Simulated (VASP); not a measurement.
# W (I4_1/amd) in VASP: a series of runs

W is run at these levels: PBE; tasks: single point.

All numbers are computed with VASP 6.6.1; they aren't measurements. Logs are shortened: lines on timing, memory, paths and dates and some standing lists are left out, and cuts for length are marked.

## Step 1: The cell of the first run

It takes space group I4_1/amd (No. 141, tetragonal). The conventional cell has a = 5.118 Å, b = 5.118 Å, c = 2.690 Å, α = 90.00°, β = 90.00°, γ = 90.00°. W (site symmetry -4m2) has 10 W at 2.65 to 3.26 Å within 3.5 Å.

## Step 2: Single point, PBE

POSCAR

```
W
1.0
   -2.5592305546      2.5592305546      1.3449730750
    2.5592305546     -2.5592305546      1.3449730750
    2.5592305546      2.5592305546     -1.3449730750
W
2
Direct
   -0.3750000000     -0.1250000000     -0.2500000000
    0.3750000000      0.1250000000      0.2500000000
```

INCAR.step1

```
SYSTEM = W
PREC     = Accurate       ! precision mode
ENCUT    = 520            ! plane-wave cutoff, eV
EDIFF    = 1E-7           ! SCF threshold, eV
ISMEAR   = -1             ! smearing method
SIGMA    = 0.05           ! smearing width, eV
LREAL    = .FALSE.        ! projectors in reciprocal space
LASPH    = .TRUE.         ! aspherical terms in the spheres
NELM     = 100            ! most SCF steps
ALGO     = Normal         ! electronic algorithm
ISIF     = 2              ! what is computed and relaxed
LWAVE    = .FALSE.        ! write WAVECAR
LCHARG   = .TRUE.         ! write CHGCAR
LMAXMIX  = 4              ! l up to which the mixer works
GGA      = PE             ! functional
NBANDS   = 21             ! bands
```

KPOINTS.step1

```
regular mesh
0
G
  16 16 16
  0 0 0
```

INCAR.step2

```
SYSTEM = W
PREC     = Accurate       ! precision mode
ENCUT    = 520            ! plane-wave cutoff, eV
EDIFF    = 1E-7           ! SCF threshold, eV
ISMEAR   = -5             ! smearing method
SIGMA    = 0.05           ! smearing width, eV
LREAL    = .FALSE.        ! projectors in reciprocal space
LASPH    = .TRUE.         ! aspherical terms in the spheres
NELM     = 100            ! most SCF steps
ALGO     = Normal         ! electronic algorithm
ISIF     = 2              ! what is computed and relaxed
LWAVE    = .FALSE.        ! write WAVECAR
LCHARG   = .FALSE.        ! write CHGCAR
LMAXMIX  = 4              ! l up to which the mixer works
GGA      = PE             ! functional
LORBIT   = 11             ! projections on sites
NEDOS    = 2001           ! points of the DOS
ICHARG   = 11             ! starting density
```

KPOINTS.step2

```
regular mesh
0
G
  24 24 24
  0 0 0
```

Potentials or basis: VASP PAW PBE potentials, release 64 (W_sv).

Started as:

```bash
> cat potpaw_PBE.64/W_sv/POTCAR > POTCAR
> cp INCAR.step1 INCAR
> cp KPOINTS.step1 KPOINTS
> mpirun -np 1 vasp_std > vasp.out
> cp INCAR.step2 INCAR
> cp KPOINTS.step2 KPOINTS
> mpirun -np 1 vasp_std > vasp.out
```

OUTCAR:

```text
SYSTEM = W
   PREC = Accurate
   ENCUT = 520
   EDIFF = 1E-7
   ISMEAR = -5
   LREAL = .FALSE.
   LASPH = .TRUE.
   NELM = 100
   ISIF = 2
   GGA = PE
   LORBIT = 11
   ICHARG = 11

 ion  position               nearest neighbor table
   1  0.625  0.875  0.750-   2 2.65   2 2.65   2 2.65   2 2.65   2 3.26   2 3.26   2 3.26   2 3.26

   2  0.375  0.125  0.250-   1 2.65   1 2.65   1 2.65   1 2.65   1 3.26   1 3.26   1 3.26   1 3.26

  LATTYP: Found a body centered tetragonal cell.
 ALAT       =     5.1184611092
 C/A-ratio  =     0.5255380656

  Lattice vectors:

 A1 = (  -2.5592305546,   2.5592305546,   1.3449730750)
 A2 = (   2.5592305546,  -2.5592305546,   1.3449730750)
 A3 = (   2.5592305546,   2.5592305546,  -1.3449730750)

Analysis of symmetry for initial positions (statically):
=====================================================================
 Subroutine PRICEL returns:
 Original cell was already a primitive cell.

 Routine SETGRP: Setting up the symmetry group for a
 body centered tetragonal supercell.

 Subroutine GETGRP returns: Found 16 space group operations
 (whereof  4 operations were pure point group operations)
 out of a pool of 16 trial point group operations.

The static configuration has the point symmetry C_2h.
 The point group associated with its full space group is D_4h.

Analysis of symmetry for dynamics (positions and initial velocities):
=====================================================================
 Subroutine PRICEL returns:
 Original cell was already a primitive cell.

 Routine SETGRP: Setting up the symmetry group for a
 body centered tetragonal supercell.

 Subroutine GETGRP returns: Found 16 space group operations
 (whereof  4 operations were pure point group operations)
 out of a pool of 16 trial point group operations.

The dynamic configuration has the point symmetry C_2h.
 The point group associated with its full space group is D_4h.

 Subroutine INISYM returns: Found 16 space group operations
 (whereof  4 operations are pure point group operations),
 and found     1 'primitive' translations

----------------------------------------------------------------------------------------

                                     Primitive cell

  volume of cell :      35.2365

  direct lattice vectors                    reciprocal lattice vectors
    -2.559230555  2.559230555  1.344973075     0.000000000  0.195371222  0.371754654
     2.559230555 -2.559230555  1.344973075     0.195371222  0.000000000  0.371754654
     2.559230555  2.559230555 -1.344973075     0.195371222  0.195371222  0.000000000

  length of vectors
     3.861123494  3.861123494  3.861123494     0.419965995  0.419965995  0.276296631

  position of ions in fractional coordinates (direct lattice)
     0.625000000  0.875000000  0.750000000
     0.375000000  0.125000000  0.250000000

  ion indices of the primitive-cell ions
   primitive index   ion index
                 1           1
                 2           2

----------------------------------------------------------------------------------------

 KPOINTS: regular mesh

Automatic generation of k-mesh.
 Grid dimensions read from file:
 generate k-points for:   24   24   24

 Generating k-lattice:

  Cartesian coordinates                     Fractional coordinates (reciprocal lattice)
     0.000000000  0.008140468  0.015489777     0.041666667  0.000000000 -0.000000000
     0.008140468  0.000000000  0.015489777     0.000000000  0.041666667 -0.000000000
     0.008140468  0.008140468  0.000000000     0.000000000  0.000000000  0.041666667

  Length of vectors
     0.017498583  0.017498583  0.011512360

  Shift w.r.t. Gamma in fractional coordinates (k-lattice)
     0.000000000  0.000000000  0.000000000

 TETIRR: Found  33868 inequivalent tetrahedra from    82944

 Subroutine IBZKPT returns following result:
 ===========================================

 Found   1063 irreducible k-points:

 Following reciprocal coordinates:
            Coordinates               Weight
  0.000000  0.000000  0.000000      1.000000
  0.041667  0.000000 -0.000000      8.000000
  0.083333  0.000000 -0.000000      8.000000
  0.125000  0.000000 -0.000000      8.000000
  0.166667  0.000000 -0.000000      8.000000
  0.208333  0.000000  0.000000      8.000000
[... 16 lines left out ...]
  0.416667  0.041667 -0.000000     16.000000
  0.458333  0.041667 -0.000000     16.000000
 [... further k-points ...]
   k-points           NKPTS =   1063   k-points in BZ     NKDIM =   1063   number of bands    NBANDS=     18
   number of dos      NEDOS =   2001   number of ions     NIONS =      2
   total plane-waves  NPLWV =  27000
   dimension x,y,z NGX =    30 NGY =   30 NGZ =   30
   dimension x,y,z NGXF=    60 NGYF=   60 NGZF=   60
   ions per type =               2
   NGX,Y,Z   is equivalent  to a cutoff of  12.92, 12.92, 12.92 a.u.
   NGXF,Y,Z  is equivalent  to a cutoff of  25.83, 25.83, 25.83 a.u.
 SYSTEM =  W
   PREC   = accura    normal or accurate (medium, high low for compatibility)
   ISTART =      0    job   : 0-new  1-cont  2-samecut
   ICHARG =     11    charge: 1-file 2-atom 10-const
   ISPIN  =      1    spin polarized calculation?
   LNONCOLLINEAR =      F non collinear calculations
   LSORBIT =      F    spin-orbit coupling
   LASPH  =      T    aspherical Exc in radial PAW
   ENCUT  =  520.0 eV  38.22 Ry    6.18 a.u.   7.18  7.18  7.18*2*pi/ulx,y,z
   NELM   =    100;   NELMIN=  2; NELMDL=  0     # of ELM steps
   EDIFF  = 0.1E-06   stopping-criterion for ELM
   LREAL  =      F    real-space projection
   EDIFFG = 0.1E-05   stopping-criterion for IOM
   NSW    =      0    number of steps for IOM
   IBRION =     -1    ionic relax: 0-MD 1-quasi-New 2-CG
   NFREE  =      0    steps in history (QN), initial steepest desc. (CG)
   ISIF   =      2    stress and relaxation
   ISYM   =      2    0-nonsym 1-usesym 2-fastsym
   POTIM  = 0.5000    time-step for ionic-motion
   TEBEG  =    0.0;   TEEND  =   0.0 temperature during run
   PSTRESS=    0.0 pullay stress
   NELECT =      28.0000    total number of electrons
   NUPDOWN=      -1.0000    fix difference up-down
   EMIN   =  10.00;   EMAX   =-10.00  energy-range for DOS
   EFERMI =   0.00;   METHOD = LEGACY
   ISMEAR =    -5;   SIGMA  =   0.05  broadening in eV -4-tet -1-fermi 0-gaus
   EFERMI_NEDOS =   21; number of points for ismear=-14 and -15
   IALGO  =     38    algorithm
   IMIX   =      4    mixing-type and parameters
     AMIX     =   0.40;   BMIX     =  1.00
     AMIX_MAG =   1.60;   BMIX_MAG =  1.00
  volume/ion in A,a.u.               =      17.62       118.89
  Fermi-wavevector in a.u.,A,eV,Ry     =   1.516340  2.865468 31.283715  2.299288
  Thomas-Fermi vector in A             =   2.625743
   LORBIT       =     11    0 simple, 1 ext, 2 COOP (PROOUT), +10 PAW based schemes
   GGA     = PE    functional components
   LHFCALC =     F    Hartree Fock is set to
   AEXX    =    0.0000 exact exchange contribution
   IVDW    =     0    specifies the selected vdW correction
   LEPSILON=     F    determine dielectric tensor
   LRPA    =     F    only Hartree local field effects (RPA)
 non-spin polarized calculation
 Fermi weights with tetrahedron method with Bloechl corrections
  energy-cutoff  :      520.00
  volume of cell :       35.24
 maximum number of plane-waves:       967
 NGX is ok and might be reduce to    30

 number of electron      27.9999998 magnetization

 Free energy of the ion-electron system (eV)
  ---------------------------------------------------
  ext. energy  EPLUGINS =         0.00000000
  ---------------------------------------------------
  free energy    TOTEN  =       -23.65319836 eV

  energy without entropy =      -23.65319836  energy(sigma->0) =      -23.65319836

 E-fermi :   9.8892     XC(G=0): -12.9448

 val. band max:        9.9405208363   @ k =  -0.2083   0.5000   0.2083
 cond. band min:       9.8168597254   @ k =  -0.2083   0.4583   0.1667
 fundamental gap:     -0.1236611109
 Fermi energy:         9.8892274578

 k-point     1 :       0.0000    0.0000    0.0000
  band No.  band energies     occupation
      1     -64.1289      2.00000
      2     -63.9381      2.00000
      3     -28.8047      2.00000
      4     -28.8047      2.00000
      5     -27.7676      2.00000
      6     -27.7676      2.00000
[... 10 lines left out ...]
     17      12.1402      0.00000
     18      14.6971      0.00000

 k-point     2 :       0.0417    0.0000   -0.0000
  band No.  band energies     occupation
      1     -64.1269      2.00000
      2     -63.9376      2.00000
      3     -28.8029      2.00000
      4     -28.7977      2.00000
      5     -27.7812      2.00000
      6     -27.7662      2.00000
[... 10 lines left out ...]
     17      12.5077      0.00000
     18      14.6696      0.00000

 k-point     3 :       0.0833    0.0000   -0.0000
  band No.  band energies     occupation
      1     -64.1211      2.00000
      2     -63.9360      2.00000
      3     -28.7974      2.00000
      4     -28.7771      2.00000
      5     -27.8291      2.00000
      6     -27.7961      2.00000
[... 10 lines left out ...]
     17      12.5432      0.00000
     18      14.5878      0.00000

 k-point     4 :       0.1250    0.0000   -0.0000
  band No.  band energies     occupation
      1     -64.1119      2.00000
      2     -63.9335      2.00000
      3     -28.7886      2.00000
      4     -28.7445      2.00000
      5     -27.9126      2.00000
      6     -27.8831      2.00000
[... 375 lines left out ...]
      4     -28.6996      2.00000
      5     -28.6833      2.00000
      6     -28.3052      2.00000
[... 10 lines left out ...]
     17      12.5529      0.00000
     18      14.2127      0.00000

 k-point    23 :       0.4167    0.0417   -0.0000
  band No.  band energies     occupation
      1     -64.0055      2.00000
      2     -63.9156      2.00000
      3     -28.8605      2.00000
      4     -28.7420      2.00000
      5     -28.6840      2.00000
      6     -28.2583      2.00000
[... 10 lines left out ...]
     17      12.4829      0.00000
     18      13.9295      0.00000

 k-point    24 :       0.4583    0.0417   -0.0000
  band No.  band energies     occupation
      1     -64.0014      2.00000
      2     -63.9172      2.00000
      3     -28.8774      2.00000
      4     -28.7589      2.00000
      5     -28.6840      2.00000
      6     -28.2151      2.00000
[... 10 lines left out ...]
     17      12.6565      0.00000
     18      13.5228      0.00000

 [... further k-points ...]

------------------------ aborting loop because EDIFF is reached ----------------------------------------

  FORCE on cell =-STRESS in cart. coord.  units (eV):
  Direction    XX          YY          ZZ          XY          YZ          ZX
  --------------------------------------------------------------------------------------
  -------------------------------------------------------------------------------------
  Total        0.0799171      0.0799171      0.1277852      0.0000000     -0.0000000      0.0000000
  in kB        3.6337739      3.6337739      5.8103023      0.0000000     -0.0000000      0.0000000
  external PRESSURE =       4.3592834 kB  Pullay stress =       0.0000000 kB

 VOLUME and BASIS-vectors are now :
 -----------------------------------------------------------------------------
  energy-cutoff  :      520.00
  volume of cell :       35.24
      direct lattice vectors                 reciprocal lattice vectors
    -2.559230555  2.559230555  1.344973075     0.000000000  0.195371222  0.371754654
     2.559230555 -2.559230555  1.344973075     0.195371222  0.000000000  0.371754654
     2.559230555  2.559230555 -1.344973075     0.195371222  0.195371222  0.000000000

 POSITION                                       TOTAL-FORCE (eV/Angst)
 -----------------------------------------------------------------------------------
      2.55923      1.27962      1.00873        -0.000000      0.000000      0.000000
      0.00000      1.27962      0.33624         0.000000     -0.000000     -0.000000
 -----------------------------------------------------------------------------------
    total drift:                                0.000000     -0.000000      0.000000

  FREE ENERGIE OF THE ION-ELECTRON SYSTEM (eV)
  ---------------------------------------------------
  free  energy   TOTEN  =       -23.6531983556 eV

  energy  without entropy=      -23.6531983556  energy(sigma->0) =      -23.65319836

 total charge

# of ion       s       p       d       tot
------------------------------------------
    1        2.430   6.243   3.438  12.111
    2        2.430   6.243   3.438  12.111
--------------------------------------------------
tot          4.860  12.485   6.877  24.222
```

Wall time 6.1 min (1 thread of Intel Xeon 6975P-C (Granite Rapids), shared host); peak memory 0.71 GiB.

What came out:

```yaml
Valence_electrons_inside_the_program's_atomic_spheres: W 12.11
```

Levels at points of the mesh, in eV from the Fermi level:
| k point | band 11 | band 12 | band 13 | band 14 | band 15 | band 16 | band 17 | band 18 |
| --- | --- | --- | --- | --- | --- | --- | --- | --- |
| (0.00, 0.00, 0.00) | -3.75 | -3.65 | -2.59 | 2.20 | 2.20 | 2.25 | 2.25 | 4.81 |
| (0.50, 0.00, 0.00) | -3.29 | -2.55 | -0.40 | -0.30 | -0.22 | 1.96 | 2.94 | 3.37 |
| (0.50, 0.50, 0.00) | -2.95 | -2.95 | -1.27 | -1.27 | 0.39 | 0.39 | 3.23 | 3.23 |
| (0.50, 0.50, 0.50) | -2.50 | -2.50 | -0.67 | -0.67 | 1.10 | 1.10 | 2.75 | 2.77 |

Caveat: spin-orbit coupling is left out, which moves the levels of the heavy elements; tetrahedron occupations give inexact forces and stress in metals.

## Step 3: Single point, PBE (17.62 Å³/atom)

POSCAR is that of step 2.

INCAR.step1

```
PREC = Accurate
ENCUT = 520
EDIFF = 1E-6
ISMEAR = -1
SIGMA = 0.05
LREAL = F
LASPH = T
NELM = 60
ALGO = Normal
ISIF = 2
LWAVE = F
LCHARG = T
LMAXMIX = 4
GGA = PE
NBANDS = 21
```

KPOINTS.step1

```
Automatic mesh
0
Gamma
  16 16 16
```

INCAR.step2

```
PREC = Accurate
ENCUT = 520
EDIFF = 1E-6
ISMEAR = -5
SIGMA = 0.05
LREAL = F
LASPH = T
NELM = 60
ALGO = Normal
ISIF = 2
LWAVE = F
LCHARG = F
LMAXMIX = 4
GGA = PE
LORBIT = 11
NEDOS = 1001
ICHARG = 11
```

KPOINTS.step2

```
Automatic mesh
0
Gamma
  24 24 24
```

Potentials or basis: VASP PAW PBE potentials, release 64 (W_sv).

Started as:

```bash
> cat potpaw_PBE.64/W_sv/POTCAR > POTCAR
> cp INCAR.step1 INCAR
> cp KPOINTS.step1 KPOINTS
> mpirun -np 1 vasp_std > vasp.out
> cp INCAR.step2 INCAR
> cp KPOINTS.step2 KPOINTS
> mpirun -np 1 vasp_std > vasp.out
```

Run time: 5.2 min. Hardware: 1 thread of Intel Xeon 6975P-C (Granite Rapids), shared host; peak memory 0.71 GiB.

Results (log left out):

| Property | Result |
| --- | --- |
| Valence electrons inside the program's atomic spheres | W 12.11 |

Levels at points of the mesh, in eV from the Fermi level:
```csv
k point,band 11,band 12,band 13,band 14,band 15,band 16,band 17,band 18
"(0.00, 0.00, 0.00)",-3.75,-3.65,-2.59,2.20,2.20,2.25,2.25,4.81
"(0.50, 0.00, 0.00)",-3.29,-2.55,-0.40,-0.30,-0.22,1.96,2.94,3.37
"(0.50, 0.50, 0.00)",-2.95,-2.95,-1.27,-1.27,0.39,0.39,3.23,3.23
"(0.50, 0.50, 0.50)",-2.50,-2.50,-0.67,-0.67,1.10,1.10,2.75,2.77
```

Caveat: spin-orbit coupling is left out, which moves the levels of the heavy elements; tetrahedron occupations give inexact forces and stress in metals.
